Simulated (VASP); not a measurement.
# KF (R-3m) in VASP: further runs

KF is run at these levels: PBE; tasks: single point.

All numbers are computed with VASP 6.6.1; they aren't measurements. Logs are shortened: lines on timing, memory, paths and dates and some standing lists are left out, and cuts for length are marked.

## (1) The cell of the first run

It takes space group R-3m (No. 166, trigonal). The conventional cell has a = 3.742 Å, b = 3.742 Å, c = 9.252 Å, α = 90.00°, β = 90.00°, γ = 120.00°. Within 3.5 Å of K (site symmetry -3m) lie 6 F at 2.65 Å. Within 3.5 Å of F (site symmetry -3m) lie 6 K at 2.65 Å.

## (2) Single point, PBE (epitaxial 111 strain -0.5%)

File INCAR:

```
SYSTEM = KF
  PREC = Accurate
  ENCUT = 520
  EDIFF = 1E-6
  ISMEAR = -1
  SIGMA = 0.02
  LREAL = .False.
  LASPH = .True.
  NELM = 60
  ALGO = Normal
  ISIF = 2
  LWAVE = .False.
  LCHARG = .False.
  GGA = PE
  NBANDS = 15
```

File KPOINTS:

```
Automatic mesh
0
Gamma
  8 8 8
  0 0 0
```

File POSCAR:

```
KF
1.0
    0.0167879801      2.6624537327      2.6624537327
    2.6624537327      0.0167879801      2.6624537327
    2.6624537327      2.6624537327      0.0167879801
K F
1 1
Direct
    0.0000000000      0.0000000000      0.0000000000
    0.5000000000      0.5000000000      0.5000000000
```

Potentials or basis: VASP PAW PBE potentials, release 64 (K_sv, F).

Command:

```bash
cat potpaw_PBE.64/K_sv/POTCAR potpaw_PBE.64/F/POTCAR > POTCAR
mpirun -np 1 vasp_std > vasp.out
```

OUTCAR:

```text
SYSTEM = KF
   PREC = Accurate
   ENCUT = 520
   EDIFF = 1E-6
   ISMEAR = -1
   LREAL = .False.
   LASPH = .True.
   NELM = 60
   ISIF = 2
   GGA = PE

 ion  position               nearest neighbor table
   1  0.000  0.000  0.000-   2 2.65   2 2.65   2 2.65   2 2.65   2 2.65   2 2.65
   2  0.500  0.500  0.500-   1 2.65   1 2.65   1 2.65   1 2.65   1 2.65   1 2.65

  LATTYP: Found a trigonal (rhomboedric) cell.
 ALAT       =     3.7653156035
 COS(alpha) =     0.5062953894

  Lattice vectors:

 A1 = (   0.0167879801,   2.6624537327,   2.6624537327)
 A2 = (   2.6624537327,   0.0167879801,   2.6624537327)
 A3 = (   2.6624537327,   2.6624537327,   0.0167879801)

Analysis of symmetry for initial positions (statically):
=====================================================================
 Subroutine PRICEL returns:
 Original cell was already a primitive cell.

 Routine SETGRP: Setting up the symmetry group for a
 trigonal (rhombohedral) supercell.

 Subroutine GETGRP returns: Found 12 space group operations
 (whereof 12 operations were pure point group operations)
 out of a pool of 12 trial point group operations.

The static configuration has the point symmetry D_3d.

Analysis of symmetry for dynamics (positions and initial velocities):
=====================================================================
 Subroutine PRICEL returns:
 Original cell was already a primitive cell.

 Routine SETGRP: Setting up the symmetry group for a
 trigonal (rhombohedral) supercell.

 Subroutine GETGRP returns: Found 12 space group operations
 (whereof 12 operations were pure point group operations)
 out of a pool of 12 trial point group operations.

The dynamic configuration has the point symmetry D_3d.

 Subroutine INISYM returns: Found 12 space group operations
 (whereof 12 operations are pure point group operations),
 and found     1 'primitive' translations

----------------------------------------------------------------------------------------

                                     Primitive cell

  volume of cell :      37.3894

  direct lattice vectors                    reciprocal lattice vectors
     0.016787980  2.662453733  2.662453733    -0.189582304  0.188394392  0.188394392
     2.662453733  0.016787980  2.662453733     0.188394392 -0.189582304  0.188394392
     2.662453733  2.662453733  0.016787980     0.188394392  0.188394392 -0.189582304

  length of vectors
     3.765315603  3.765315603  3.765315603     0.326995939  0.326995939  0.326995939

  position of ions in fractional coordinates (direct lattice)
     0.000000000  0.000000000  0.000000000
     0.500000000  0.500000000  0.500000000

  ion indices of the primitive-cell ions
   primitive index   ion index
                 1           1
                 2           2

----------------------------------------------------------------------------------------

 KPOINTS: Automatic mesh

Automatic generation of k-mesh.
 Grid dimensions read from file:
 generate k-points for:    8    8    8

 Generating k-lattice:

  Cartesian coordinates                     Fractional coordinates (reciprocal lattice)
    -0.023697788  0.023549299  0.023549299     0.125000000  0.000000000  0.000000000
     0.023549299 -0.023697788  0.023549299     0.000000000  0.125000000  0.000000000
     0.023549299  0.023549299 -0.023697788     0.000000000  0.000000000  0.125000000

  Length of vectors
     0.040874492  0.040874492  0.040874492

  Shift w.r.t. Gamma in fractional coordinates (k-lattice)
     0.000000000  0.000000000  0.000000000

 Subroutine IBZKPT returns following result:
 ===========================================

 Found     65 irreducible k-points:

 Following reciprocal coordinates:
            Coordinates               Weight
  0.000000  0.000000  0.000000      1.000000
  0.125000  0.000000  0.000000      6.000000
  0.250000  0.000000  0.000000      6.000000
  0.375000  0.000000  0.000000      6.000000
  0.500000  0.000000  0.000000      3.000000
  0.125000  0.125000  0.000000      6.000000
[... 16 lines left out ...]
  0.250000  0.125000  0.125000      6.000000
  0.375000  0.125000  0.125000      6.000000
 [... further k-points ...]
   k-points           NKPTS =     65   k-points in BZ     NKDIM =     65   number of bands    NBANDS=     15
   number of dos      NEDOS =    301   number of ions     NIONS =      2
   total plane-waves  NPLWV =  21952
   dimension x,y,z NGX =    28 NGY =   28 NGZ =   28
   dimension x,y,z NGXF=    56 NGYF=   56 NGZF=   56
   ions per type =               1   1
   NGX,Y,Z   is equivalent  to a cutoff of  12.36, 12.36, 12.36 a.u.
   NGXF,Y,Z  is equivalent  to a cutoff of  24.73, 24.73, 24.73 a.u.
 SYSTEM =  KF
   PREC   = accura    normal or accurate (medium, high low for compatibility)
   ISTART =      0    job   : 0-new  1-cont  2-samecut
   ICHARG =      2    charge: 1-file 2-atom 10-const
   ISPIN  =      1    spin polarized calculation?
   LNONCOLLINEAR =      F non collinear calculations
   LSORBIT =      F    spin-orbit coupling
   LASPH  =      T    aspherical Exc in radial PAW
   ENCUT  =  520.0 eV  38.22 Ry    6.18 a.u.   7.00  7.00  7.00*2*pi/ulx,y,z
   NELM   =     60;   NELMIN=  2; NELMDL= -5     # of ELM steps
   EDIFF  = 0.1E-05   stopping-criterion for ELM
   LREAL  =      F    real-space projection
   EDIFFG = 0.1E-04   stopping-criterion for IOM
   NSW    =      0    number of steps for IOM
   IBRION =     -1    ionic relax: 0-MD 1-quasi-New 2-CG
   NFREE  =      0    steps in history (QN), initial steepest desc. (CG)
   ISIF   =      2    stress and relaxation
   ISYM   =      2    0-nonsym 1-usesym 2-fastsym
   POTIM  = 0.5000    time-step for ionic-motion
   TEBEG  =    0.0;   TEEND  =   0.0 temperature during run
   PSTRESS=    0.0 pullay stress
   NELECT =      16.0000    total number of electrons
   NUPDOWN=      -1.0000    fix difference up-down
   EMIN   =  10.00;   EMAX   =-10.00  energy-range for DOS
   EFERMI =   0.00;   METHOD = LEGACY
   ISMEAR =    -1;   SIGMA  =   0.02  broadening in eV -4-tet -1-fermi 0-gaus
   EFERMI_NEDOS =   21; number of points for ismear=-14 and -15
   IALGO  =     38    algorithm
   IMIX   =      4    mixing-type and parameters
     AMIX     =   0.40;   BMIX     =  1.00
     AMIX_MAG =   1.60;   BMIX_MAG =  1.00
  volume/ion in A,a.u.               =      18.69       126.16
  Fermi-wavevector in a.u.,A,eV,Ry     =   1.233668  2.331295 20.707222  1.521938
  Thomas-Fermi vector in A             =   2.368390
   LORBIT       =      0    0 simple, 1 ext, 2 COOP (PROOUT), +10 PAW based schemes
   GGA     = PE    functional components
   LHFCALC =     F    Hartree Fock is set to
   AEXX    =    0.0000 exact exchange contribution
   IVDW    =     0    specifies the selected vdW correction
   LEPSILON=     F    determine dielectric tensor
   LRPA    =     F    only Hartree local field effects (RPA)
 non-spin polarized calculation
  energy-cutoff  :      520.00
  volume of cell :       37.39
 maximum number of plane-waves:      1019
   NGX = 13   NGY = 13   NGZ = 13

 number of electron      16.0000012 magnetization

 Free energy of the ion-electron system (eV)
  ---------------------------------------------------
  ext. energy  EPLUGINS =         0.00000000
  ---------------------------------------------------
  free energy    TOTEN  =        -8.28048403 eV

  energy without entropy =       -8.28048403  energy(sigma->0) =       -8.28048403

 E-fermi :  -2.2703     XC(G=0):  -8.4954

 val. band max:       -2.7464510966   @ k =   0.0000   0.0000   0.0000
 cond. band min:       3.5220383014   @ k =   0.0000   0.0000   0.0000
 fundamental gap:      6.2684893980
 Fermi energy:        -2.2702889923

 k-point     1 :       0.0000    0.0000    0.0000
  band No.  band energies     occupation
      1     -28.8328      2.00000
      2     -21.4166      2.00000
      3     -12.0710      2.00000
      4     -12.0665      2.00000
      5     -12.0665      2.00000
      6      -2.7557      2.00000
      7      -2.7465      2.00000
      8      -2.7465      2.00000
      9       3.5220      0.00000
     10       7.9214      0.00000
     11       8.0165      0.00000
     12       8.0165      0.00000
     13       9.6844      0.00000
     14       9.6844      0.00000
     15      14.3231      0.00000

 k-point     2 :       0.1250    0.0000    0.0000
  band No.  band energies     occupation
      1     -28.8177      2.00000
      2     -21.4310      2.00000
      3     -12.1103      2.00000
      4     -12.0758      2.00000
      5     -12.0727      2.00000
      6      -2.8920      2.00000
      7      -2.8109      2.00000
      8      -2.8016      2.00000
      9       3.9647      0.00000
     10       7.7505      0.00000
     11       8.1480      0.00000
     12       8.2348      0.00000
     13       9.8318      0.00000
     14       9.8336      0.00000
     15      15.0945      0.00000

 k-point     3 :       0.2500    0.0000    0.0000
  band No.  band energies     occupation
      1     -28.7807      2.00000
      2     -21.4652      2.00000
      3     -12.2139      2.00000
      4     -12.0884      2.00000
      5     -12.0876      2.00000
      6      -3.1983      2.00000
      7      -2.9438      2.00000
      8      -2.9318      2.00000
      9       5.0630      0.00000
     10       7.4092      0.00000
     11       8.6817      0.00000
     12       8.7755      0.00000
     13      10.2869      0.00000
     14      10.2957      0.00000
     15      16.1348      0.00000
[... 343 lines left out ...]
 k-point    23 :       0.2500    0.1250    0.1250
  band No.  band energies     occupation
      1     -28.7962      2.00000
      2     -21.4502      2.00000
      3     -12.1453      2.00000
      4     -12.1375      2.00000
      5     -12.0633      2.00000
      6      -3.1012      2.00000
      7      -2.9142      2.00000
      8      -2.7911      2.00000
      9       4.5877      0.00000
     10       7.3778      0.00000
     11       8.4629      0.00000
     12       8.6758      0.00000
     13      10.0672      0.00000
     14      10.0904      0.00000
     15      16.0065      0.00000

 k-point    24 :       0.3750    0.1250    0.1250
  band No.  band energies     occupation
      1     -28.7597      2.00000
      2     -21.4790      2.00000
      3     -12.2572      2.00000
      4     -12.1716      2.00000
      5     -12.0786      2.00000
      6      -3.3284      2.00000
      7      -3.0362      2.00000
      8      -2.8871      2.00000
      9       5.6767      0.00000
     10       7.2009      0.00000
     11       9.0360      0.00000
     12       9.0594      0.00000
     13      10.4905      0.00000
     14      10.8311      0.00000
     15      15.5979      0.00000

 [... further k-points ...]
[... 5 lines left out ...]
  --------------------------------------------------------------------------------------
  -------------------------------------------------------------------------------------
  Total        0.5096816      0.5096816      0.5096816     -0.0192245     -0.0192245     -0.0192245
  in kB       21.8403925     21.8403925     21.8403925     -0.8237890     -0.8237890     -0.8237890
  external PRESSURE =      21.8403925 kB  Pullay stress =       0.0000000 kB

 VOLUME and BASIS-vectors are now :
 -----------------------------------------------------------------------------
  energy-cutoff  :      520.00
  volume of cell :       37.39
      direct lattice vectors                 reciprocal lattice vectors
     0.016787980  2.662453733  2.662453733    -0.189582304  0.188394392  0.188394392
     2.662453733  0.016787980  2.662453733     0.188394392 -0.189582304  0.188394392
     2.662453733  2.662453733  0.016787980     0.188394392  0.188394392 -0.189582304

 POSITION                                       TOTAL-FORCE (eV/Angst)
 -----------------------------------------------------------------------------------
      0.00000      0.00000      0.00000         0.000000     -0.000000      0.000000
      2.67085      2.67085      2.67085        -0.000000      0.000000     -0.000000
 -----------------------------------------------------------------------------------
    total drift:                                0.000000      0.000000      0.000000

  FREE ENERGIE OF THE ION-ELECTRON SYSTEM (eV)
  ---------------------------------------------------
  free  energy   TOTEN  =        -8.2804840293 eV

  energy  without entropy=       -8.2804840293  energy(sigma->0) =       -8.28048403
```

Wall time 24 s (1 thread of AMD EPYC 7R13 (Zen 3), shared host); peak memory 0.14 GiB.

What came out:

```
Free energy            : -8.2805 eV
Pressure               : 2.2 GPa
Band gap on the k mesh : 6.27 eV
```

Stress tensor (GPa, compression positive):
```
 2.18 -0.08 -0.08
-0.08  2.18 -0.08
-0.08 -0.08  2.18
```

Levels at points of the mesh, in eV from the valence-band top:
| k point | band 6 | band 7 | band 8 | band 9 | band 10 | band 11 |
| --- | --- | --- | --- | --- | --- | --- |
| (0.00, 0.00, 0.00) | -0.01 | 0.00 | 0.00 | 6.27 | 10.67 | 10.76 |
| (0.50, 0.00, 0.00) | -0.82 | -0.38 | -0.36 | 9.16 | 10.76 | 12.12 |
| (0.50, 0.50, 0.00) | -0.21 | -0.06 | -0.05 | 8.21 | 10.41 | 11.97 |
| (0.50, 0.50, 0.50) | -0.82 | -0.35 | -0.35 | 9.13 | 10.73 | 12.15 |

Caveat: the cell differs from its parent crystal (epitaxial 111 strain -0.5%). A k mesh can miss the band edges.

## (3) Single point, PBE (strain along [111] -0.5%)

File INCAR:

```
SYSTEM = KF
PREC = Accurate
ENCUT = 520
EDIFF = 1E-6
ISMEAR = -1
SIGMA = 0.02
LREAL = .False.
LASPH = .True.
NELM = 60
ALGO = Normal
ISIF = 2
LWAVE = .False.
LCHARG = .False.
GGA = PE
NBANDS = 15
```

KPOINTS is that of step 2.

File POSCAR:

```
KF
1.0
   -0.0088632019      2.6500973535      2.6500973535
    2.6500973535     -0.0088632019      2.6500973535
    2.6500973535      2.6500973535     -0.0088632019
K F
1 1
Direct
    0.0000000000      0.0000000000      0.0000000000
    0.5000000000      0.5000000000      0.5000000000
```

Potentials or basis: VASP PAW PBE potentials, release 64 (K_sv, F).

Command:

```bash
cat potpaw_PBE.64/K_sv/POTCAR potpaw_PBE.64/F/POTCAR > POTCAR
mpirun -np 1 vasp_std > vasp.out
```

It took 23 s on 1 thread of AMD EPYC 7R13 (Zen 3), shared host; peak memory 0.14 GiB.

The run converged. Its results:

```
Free energy            : -8.2809 eV
Pressure               : 2.2 GPa
Band gap on the k mesh : 6.27 eV
```

Levels at points of the mesh, in eV from the valence-band top:
```csv
k point,band 4,band 5,band 6,band 7,band 8,band 9,band 10,band 11,band 12,band 13
"(0.00, 0.00, 0.00)",-9.32,-9.32,0.00,0.00,0.00,6.27,10.71,10.71,10.76,12.43
"(0.50, 0.00, 0.00)",-9.36,-9.36,-0.82,-0.37,-0.36,9.14,10.74,12.14,12.18,14.42
"(0.50, 0.50, 0.00)",-9.55,-9.55,-0.21,-0.06,-0.05,8.21,10.41,11.97,13.71,14.34
"(0.50, 0.50, 0.50)",-9.36,-9.36,-0.82,-0.37,-0.37,9.16,10.76,12.17,12.17,14.43
```

Caveat: the cell differs from its parent crystal (strain along [111] -0.5%). A k mesh can miss the band edges.
